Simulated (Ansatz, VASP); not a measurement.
# B3P: VASP beside Ansatz

```xyz
4
Lattice="1.9581 -2.4601 0.0000 1.9581 2.4601 0.0000 -1.0084 0.0000 3.7594" Properties=species:S:1:pos:R:3 pbc="T T T"
B     1.4539    1.3648    1.8797
B     2.0854   -0.1909    2.5874
B     0.8225   -0.1909    1.1720
P     1.9581   -1.2545    0.0000
```

Alike in both runs: task relaxation of cell and atoms; functional PBE; k mesh 16 × 16 × 12; occupations gaussian, width 0.1 eV; no spin polarisation.

|  | VASP | Ansatz |
| --- | --- | --- |
| version | VASP 6.6.1 | Ansatz 0.2.0 |
| potentials or method | VASP PAW PBE potentials, release 64 (B, P), cutoff 600 eV | scalar-relativistic, plane waves, PAW |
| valence electrons in the cell | 14 | 14 |

|  | VASP | Ansatz | Ansatz less VASP |
| --- | --- | --- | --- |
| gap on the k mesh at the Fermi level, each at its own relaxed structure (eV) | none | none | - |
| relaxed volume (Å³/atom) | 9.05 | 9.06 | +0.006 |
| relaxed cell length with the largest relative difference (Å) | 3.144 | 3.145 | +0.0010 |

A gap of «none» marks a metal or a gap that the smearing closes.
